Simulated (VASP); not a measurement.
Ta:

```xyz
1
Lattice="-1.6513 1.6513 1.6513 1.6513 -1.6513 1.6513 1.6513 1.6513 -1.6513" Properties=species:S:1:pos:R:3 pbc="T T T"
Ta    0.0000    0.0000    0.0000
```

| Item | Value |
| --- | --- |
| Program | VASP 6.6.1 |
| Task | relaxation of cell and atoms |
| Functional | PBE |
| Potentials or basis | VASP PAW PBE potentials, release 64 (Ta_pv) |
| Cutoff | 600 eV |
| k mesh | 14 × 14 × 14 |
| Occupations | fermi-dirac, width 0.05 eV |
| Spin | no spin polarisation |

At the start: pressure 3.2 GPa; volume 18.01 Å³/atom.

Question: Where does the relaxation end?

Answer: Over 3 steps the energy falls by 2.7 meV/atom and the volume is 18.29 Å³/atom (+1.6 %); space group Im-3m (No. 229, to 0.1 Å) before and after.

Step by step:
```tsv
step	energy change (eV)	largest force (eV/Å)	pressure (GPa)	volume (Å³)
1	0.0000	0.0000	3.21	18.01
2	0.0123	0.0000	-6.86	18.97
3	-0.0027	0.0000	-0.02	18.29
```

Final structure:
```cif
data_structure
_symmetry_space_group_name_H-M 'P 1'
_symmetry_Int_Tables_number 1
_cell_length_a 2.8749
_cell_length_b 2.8749
_cell_length_c 2.8749
_cell_angle_alpha 109.471
_cell_angle_beta 109.471
_cell_angle_gamma 109.471
_cell_volume 18.29
loop_
_atom_site_label
_atom_site_type_symbol
_atom_site_fract_x
_atom_site_fract_y
_atom_site_fract_z
_atom_site_occupancy
Ta1 Ta 0.00000 0.00000 0.00000 1
```
